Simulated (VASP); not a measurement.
**Cl: single point with PBEsol**

The system is Cl.

```
Cl
1.0
     3.12524   -2.00725    0.00000
     3.12524    2.00725    0.00000
     0.00000    0.00000    8.14656
Cl
4
Cartesian
  3.1252 -1.5080 4.9489
  3.1252 1.5080 3.1977
  3.1252 -0.4993 0.8756
  3.1252 0.4993 7.2710
```

- Program: VASP 6.6.1
- Task: single point
- Functional: PBEsol
- Potentials or basis: VASP PAW PBE potentials, release 64 (Cl)
- Cutoff: 520 eV
- k mesh: 6 × 6 × 2
- Occupations: fermi-dirac, width 0.5 eV
- Spin: no spin polarisation
- Dipole correction: no
- Further INCAR settings: ALGO = Normal; EDIFF = 1e-06; NBANDS = 22

| Item | Value |
| --- | --- |
| Pressure | 1.3 GPa |
| Largest force | 0.541 eV/Å |
| Band gap on the k mesh | 2.23 eV |

Forces in eV/Å, atoms in the order of the input:
```
Cl   0.000  0.242  0.484
Cl   0.000 -0.242 -0.484
Cl   0.000 -0.242  0.484
Cl   0.000  0.242 -0.484
```

Stress tensor (GPa, compression positive):
```
0.58 0.00 0.00
0.00 0.87 0.00
0.00 0.00 2.45
```

Levels at points of the mesh, in eV from the valence-band top:
```
           k point  band 11  band 12  band 13  band 14  band 15  band 16  band 17  band 18
(0.00, 0.00, 0.00)    -0.98    -0.44    -0.11     0.00     2.23     3.23     6.82     7.01
(0.50, 0.00, 0.00)    -1.01    -1.01    -0.31    -0.31     3.00     3.00     7.83     7.83
(0.50, 0.50, 0.00)    -1.66    -1.22    -0.51    -0.27     2.31     2.97     8.11     8.16
(0.00, 0.00, 0.50)    -0.87    -0.87    -0.05    -0.05     2.65     2.65     7.24     7.24
(0.50, 0.00, 0.50)    -0.72    -0.72    -0.07    -0.07     2.66     2.66     8.13     8.13
(0.50, 0.50, 0.50)    -1.00    -1.00    -0.92    -0.92     2.57     2.57     8.73     8.73
```

Run time: 50 s on 1 thread of Intel(R) Xeon(R) Platinum 8259CL CPU @ 2.50GHz (Skylake/Cascade Lake) (shared host), peak memory 0.21 GiB.

Caveat: so wide a smearing shifts energies and pressures; this functional lacks dispersion, which holds the molecules together, so the pressure and a relaxed volume are unreliable; the PAW data sets were made with another functional, which shifts forces and pressure a little. A k mesh can miss the band edges.
